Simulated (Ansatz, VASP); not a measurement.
## Cu: VASP beside Ansatz

INCAR

```
PREC = Accurate
ENCUT = 820
EDIFF = 1E-6
ISMEAR = -1
SIGMA = 0.1
LREAL = False
LASPH = True
NELM = 120
ALGO = Normal
ISIF = 2
LWAVE = False
LCHARG = False
GGA = CA
NBANDS = 46
GGA_COMPAT = False
```

The input KPOINTS:

```
Automatic mesh
0
Gamma
  7 7 2
```

Contents of POSCAR:

```
Cu
1.0
    2.5307600000      0.0000000000      0.0000000000
   -1.2653800000      2.1917100000      0.0000000000
    0.0000000000      0.0000000000      8.2618200000
Cu
4
Direct
    0.9925800000      0.9985900000      0.9998000000
    0.3176777885      0.6569400000      0.2506100000
    0.0082400000      0.0061200000      0.5010500000
    0.6724400000      0.3369600000      0.7519600000
```

Input for Ansatz:

```yaml
crystal:
  lattice:
    - [2.53076, 0.0, 0.0]
    - [-1.26538, 2.19171, 0.0]
    - [0.0, 0.0, 8.26182]
  atoms:
    - { symbol: Cu, position: [0.99258, 0.99859, 0.9998] }
    - { symbol: Cu, position: [0.31767778849041395, 0.65694, 0.25061] }
    - { symbol: Cu, position: [0.00824, 0.00612, 0.50105] }
    - { symbol: Cu, position: [0.67244, 0.33696, 0.75196] }
basis:
  ecutwfc: 540.0
  xc_grid: 2
kpoints:
  mp_grid:
    grid: [7, 7, 2]
hamiltonian:
  xc: lda
scf:
  convergence:
    dr2_threshold: 1.0e-09
  occupations:
    method: fermi_dirac
    width: 0.1
output:
  forces: true
  stress: true
```

Alike in both runs: task single point; functional LDA; k mesh 7 × 7 × 2; occupations fermi-dirac, width 0.1 eV; no spin polarisation.

|  | VASP | Ansatz |
| --- | --- | --- |
| version | VASP 6.6.1 | Ansatz 0.2.0 |
| potentials or method | VASP PAW LDA potentials, release 64 (Cu_sv_GW), cutoff 820 eV | plane waves, PAW |
| valence electrons in the cell | 76 | 76 |

Ansatz gave:

```
pressure (GPa)                                                : -8.8
traceless stress, the component that is largest in VASP (GPa) : -0.30
rms of the force components (eV/Å)                            : 0.042
```

Question: Which values does VASP return?

Answer: Pressure (GPa): -10.0; traceless stress, the component that is largest in VASP (GPa): -0.31; rms of the force components (eV/Å): 0.043.

LDA's correlation is that of Perdew and Zunger in VASP and of Perdew and Wang (1992) in Ansatz. Atom by atom the forces differ by 0.001 eV/Å (rms over components). Ansatz's warnings: stress scf threshold loose.

The k mesh is coarse, so the values compare programs but aren't converged.
